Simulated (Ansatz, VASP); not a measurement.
**One calculation of Co, two programs**

Contents of INCAR:

```
SYSTEM = Co
ALGO     = Normal         ! electronic algorithm
EDIFF    = 1E-6           ! SCF threshold, eV
ENCUT    = 520            ! plane-wave cutoff, eV
GGA      = PS             ! functional
ISIF     = 2              ! what is computed and relaxed
ISMEAR   = 1              ! smearing method
ISPIN    = 2              ! spin polarisation
LASPH    = .True.         ! aspherical terms in the spheres
LCHARG   = .False.        ! write CHGCAR
LMAXMIX  = 4              ! l up to which the mixer works
LORBIT   = 11             ! projections on sites
LREAL    = .False.        ! projectors in reciprocal space
LWAVE    = .False.        ! write WAVECAR
MAGMOM   = 1.8 -1.8       ! initial moments
NBANDS   = 20             ! bands
NELM     = 150            ! most SCF steps
PREC     = Accurate       ! precision mode
SIGMA    = 0.1            ! smearing width, eV
```

File KPOINTS:

```
k-points
0
Gamma
  14 14 8
  0 0 0
```

Contents of POSCAR:

```
Co
1.0
    2.4873648700      0.0000000000      0.0000000000
   -1.2436824400      2.1541211700      0.0000000000
    0.0000000000      0.0000000000      4.0632895000
Co
2
Direct
    0.6666666667      0.3333333333      0.2598610000
    0.3333333333      0.6666666667      0.7401390000
```

Input for Ansatz:

```yaml
crystal:
  lattice:
    - [2.48736487, 0.0, 0.0]
    - [-1.24368244, 2.15412117, 0.0]
    - [0.0, 0.0, 4.0632895]
  atoms:
    - { symbol: Co, position: [0.6666666666666666, 0.3333333333333333, 0.259861], spin: 1.8 }
    - { symbol: Co, position: [0.3333333333333333, 0.6666666666666666, 0.740139], spin: -1.8 }
basis:
  ecutwfc: 510.0
kpoints:
  mp_grid:
    grid: [14, 14, 8]
    shift: [0.0, 0.0, 0.0]
hamiltonian:
  xc: pbesol
magnetization:
  spin_polarized: true
scf:
  occupations:
    method: methfessel_paxton
    width: 0.1
output:
  forces: true
  stress: true
```

Alike in both runs: task single point; functional PBEsol; k mesh 14 × 14 × 8; occupations methfessel-paxton of order 1, width 0.1 eV; collinear spin.

|  | VASP | Ansatz |
| --- | --- | --- |
| version | VASP 6.6.1 | Ansatz 0.2.0 |
| potentials or method | VASP PAW PBE potentials, release 64 (Co), cutoff 520 eV | plane waves, PAW |
| valence electrons in the cell | 18 | 34 |

|  | VASP | Ansatz | Ansatz less VASP |
| --- | --- | --- | --- |
| pressure (GPa) | -17.1 | -9.9 | +7.26 |
| traceless stress, the component that is largest in VASP (GPa) | -1.26 | -1.36 | -0.098 |
| rms of the force components (eV/Å) | 0.292 | 0.257 | -0.0348 |
| net moment per atom (μB) | 0.00 | 1.61 | +1.605 |
| size of the moment on the site where the two differ most (μB) | 0.91 | 1.68 | +0.764 |

The net moments are unlike, so the other rows may belong to different states. VASP's potentials were made for PBE, not for PBEsol. Site moments also hang on the region over which each program counts them. Atom by atom the forces differ by 0.035 eV/Å (rms over components). VASP's potentials hold 18 valence electrons a cell and Ansatz's 34, so a difference there can come from the potentials and not from the codes. Ansatz's warnings: seeded moment not kept, stability check not made.
